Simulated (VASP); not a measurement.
InP, 2 atoms in the cell. Symmetry: F-43m, No. 216, cubic system. Conventional cell: a = 5.861 Å, b = 5.861 Å, c = 5.861 Å, α = 90.00°, β = 90.00°, γ = 90.00°. In (site symmetry -43m) has 4 P at 2.54 Å within 3.3 Å. Within 3.3 Å of P (site symmetry -43m) lie 4 In at 2.54 Å. 

| Item | Value |
| --- | --- |
| Program | VASP 6.6.1 |
| Task | single point |
| Functional | PBE |
| Potentials or basis | VASP PAW PBE potentials, release 64 (In_d, P) |
| Cutoff | 500 eV |
| k mesh | 8 × 8 × 8 |
| Occupations | gaussian, width 0.01 eV |
| Spin | no spin polarisation |
| Dipole correction | no |
| Further INCAR settings | ALGO = Normal; EDIFF = 1e-06; NBANDS = 16 |

Potentials or basis: VASP PAW PBE potentials, release 64 (In_d, P).

Run with:

```console
$ cat potpaw_PBE.64/In_d/POTCAR potpaw_PBE.64/P/POTCAR > POTCAR
$ mpirun -np 1 vasp_std > vasp.out
```

Hardware: 1 thread of Intel(R) Xeon(R) Platinum 8259CL CPU @ 2.50GHz (Skylake/Cascade Lake) (shared host).

Question: How long does it take, and how much memory?

Answer: Run time: 30 s on 1 thread of Intel(R) Xeon(R) Platinum 8259CL CPU @ 2.50GHz (Skylake/Cascade Lake), with other jobs on the host, peak memory 0.17 GiB. Counts: scf iterations 12, k points 29.
